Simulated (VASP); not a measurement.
Runs of VASP 6.6.1 on BaTiO3. The structure is that of space group Pm-3m (No. 221), or close to it. The cells are those of the table. 

```tsv
task	potentials or basis	cell	cutoff (eV)	gap on the mesh (eV)	pressure (GPa)
electric field gradients	VASP PAW PBE potentials, release 64 (Ba_sv, Ti_sv, O)	a = 3.880, b = 3.880, c = 4.018 Å, 5 atoms	520	1.83	9.2
electric field gradients	VASP PAW PBE potentials, release 64 (Ba_sv, Ti_sv, O_h)	a = 4.040, b = 4.040, c = 4.018 Å, 5 atoms	910	1.71	(b)
single point	VASP PAW PBE potentials, release 64 (Ba_sv, Ti_sv, O)	a = 4.000, b = 4.000, c = 4.058 Å, 5 atoms	520	1.73	-4.4
electric field gradients	VASP PAW PBE potentials, release 64 (Ba_sv, Ti_sv, O)	a = 4.000, b = 4.000, c = 4.058 Å, 5 atoms	520	1.73	-4.4
single point	VASP PAW PBE potentials, release 64 (Ba_sv, Ti_sv, O)	a = 3.960, b = 3.960, c = 4.018 Å, 5 atoms	520	1.78	0.8
single point	VASP PAW PBE potentials, release 64 (Ba_sv, Ti_sv, O)	a = 4.000, b = 4.000, c = 4.139 Å, 5 atoms	520	1.67	(a)
electric field gradients	VASP PAW PBE potentials, release 64 (Ba_sv, Ti_sv, O)	a = 4.000, b = 4.000, c = 4.139 Å, 5 atoms	520	1.67	-7.1
single point	VASP PAW PBE potentials, release 64 (Ba_sv, Ti_sv, O)	a = 4.080, b = 4.080, c = 4.018 Å, 5 atoms	520	1.66	-8.7
single point	VASP PAW PBE potentials, release 64 (Ba_sv, Ti_sv, O)	a = 4.000, b = 4.000, c = 3.938 Å, 5 atoms	520	1.77	0.8
electric field gradients	VASP PAW PBE potentials, release 64 (Ba_sv, Ti_sv, O)	a = 3.960, b = 3.960, c = 4.018 Å, 5 atoms	520	1.78	0.8
single point	VASP PAW PBE potentials, release 64 (Ba_sv, Ti_sv, O)	a = 3.880, b = 3.880, c = 4.018 Å, 5 atoms	520	1.83	9.2
electric field gradients	VASP PAW PBE potentials, release 64 (Ba_sv, Ti_sv, O)	a = 4.080, b = 4.080, c = 4.018 Å, 5 atoms	520	1.66	-8.7
```

Alike in all rows: level PBEsol; no spin polarisation; k mesh 7 × 7 × 7; smearing fermi-dirac 0.03 eV.

Q: Estimate the missing entries.

A: (a) -7.2; (b) -6.3.

Caveats: the PAW data sets were made with another functional, which shifts forces and pressure a little; spin-orbit coupling is left out, which moves the levels of the heavy elements; an odd mesh through Γ misses points on the zone boundary, where band edges can lie; the cell stands under tension (at least some runs); the cell stands under pressure (at least some runs); the cutoff is under 1.25 times the usual one of these potentials, so pressure, stress and relaxed cells hold a basis-set (Pulay) error (at least some runs).

A k mesh can miss the band edges, and the runs leave out spin-orbit coupling on Ba.
